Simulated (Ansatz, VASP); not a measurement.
## Two plane-wave programs on EuI3

INCAR

```
SYSTEM = EuI3
PREC = Accurate ; ENCUT = 520
EDIFF = 1E-6 ; ISMEAR = 0
SIGMA = 0.05 ; LREAL = .FALSE.
LASPH = .TRUE. ; NELM = 150
ALGO = Normal ; ISIF = 2
LWAVE = .FALSE. ; LCHARG = .TRUE.
ISPIN = 2 ; MAGMOM = 7.18 0 0 0
LORBIT = 11 ; LMAXMIX = 6
GGA = CA ; LELF = .TRUE.
LVHAR = .TRUE. ; NBANDS = 31
```

File KPOINTS:

```
Automatic mesh
0
G
  6 6 6
  0 0 0
```

File POSCAR:

```
EuI3
1.0
    6.2469248792      0.0000000000      0.0000000000
    0.0000000000      6.2469248792      0.0000000000
    0.0000000000      0.0000000000      6.2469248792
Eu I
1 3
Direct
    0.0000000000      0.0000000000      0.0000000000
    0.5000000000      0.0000000000      0.0000000000
    0.0000000000      0.0000000000      0.5000000000
    0.0000000000      0.5000000000      0.0000000000
```

Input for Ansatz:

```yaml
crystal:
  lattice:
    - [6.2469248792, 0.0, 0.0]
    - [0.0, 6.2469248792, 0.0]
    - [0.0, 0.0, 6.2469248792]
  atoms:
    - { symbol: Eu, position: [0.0, 0.0, 0.0], spin: 7.18 }
    - { symbol: I, position: [0.5, 0.0, 0.0] }
    - { symbol: I, position: [0.0, 0.0, 0.5] }
    - { symbol: I, position: [0.0, 0.5, 0.0] }
basis:
  ecutwfc: 420
  ecutrho_ratio: 4
kpoints:
  mp_grid: { grid: [6, 6, 6] }
hamiltonian:
  xc: lda
scf:
  occupations: { method: gaussian, width: 0.05 }
  lower_state_search: "off"
output:
  forces: true
  stress: true
  eigenvalues: true
  populations: true
  hubbard: { sites: [{ species: Eu, l: f }] }
magnetization:
  spin_polarized: true
checkpoint:
  read: start.run
  write: ck
  compress: false
  write_wavefunctions: false
  write_every: 100000
```

Alike in both runs: task single point; functional LDA; k mesh 6 × 6 × 6; occupations gaussian, width 0.05 eV; collinear spin.

|  | VASP | Ansatz |
| --- | --- | --- |
| version | VASP 6.6.1 | Ansatz 0.2.0 |
| potentials or method | VASP PAW PBE potentials, release 64 (Eu, I), cutoff 520 eV | scalar-relativistic, plane waves, PAW |
| valence electrons in the cell | 38 | 68 |

|  | VASP | Ansatz | Ansatz less VASP |
| --- | --- | --- | --- |
| gap on the k mesh at the Fermi level (eV) | none | none | - |
| pressure (GPa) | -1.7 | -1.7 | +0.02 |
| net moment per atom (μB) | 1.50 | 1.50 | -0.002 |
| size of the moment on the site where the two differ most (μB) | 6.36 | 6.52 | +0.160 |

VASP's potentials were made for PBE, not for LDA. LDA's correlation is that of Perdew and Zunger in VASP and of Perdew and Wang (1992) in Ansatz. Site moments also hang on the region over which each program counts them. A gap of «none» marks a metal or a gap that the smearing closes. VASP's potentials hold 38 valence electrons a cell and Ansatz's 68, so a difference there can come from the potentials and not from the codes.

Neither program's run includes spin-orbit coupling.
